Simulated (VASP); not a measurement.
Here is a VASP 6.6.1 calculation.

File INCAR:

```
SYSTEM = Mg
ALGO = Normal
EDIFF = 1E-6
ENCUT = 600
GGA = RE
GGA_COMPAT = .False.
ISIF = 2
ISMEAR = -1
LASPH = .True.
LCHARG = .False.
LREAL = .False.
LWAVE = .False.
NBANDS = 10
NELM = 120
PREC = Accurate
SIGMA = 0.1
```

Contents of KPOINTS:

```
k-points
0
Gamma
  8 8 11
  0 0 0
```

POSCAR

```
Mg
1.0
    5.0091912265      0.0000000000      0.0000000000
   -2.5045956132      4.3380868545      0.0000000000
    0.0000000000      0.0000000000      3.0384255408
Mg
3
Direct
    1.0000000000      1.0000000000      0.0000000000
    0.3333333333      0.6666666667      0.5000000000
    0.6666666667      0.3333333333      0.5000000000
```

Potentials or basis: VASP PAW PBE potentials, release 64 (Mg).

Run with:

```sh
$ cat potpaw_PBE.64/Mg/POTCAR > POTCAR
$ mpirun -np 1 vasp_std > vasp.out
```

(1) Predict the pressure.

(2) Estimate the band gap on the k mesh.

## Answers

(1) 3.0 GPa.

(2) zero (band 3 reaches 6.20 eV, above the bottom of band 4 at 2.04 eV).

Caveat: the PAW data sets were made with another functional, which shifts forces and pressure a little.
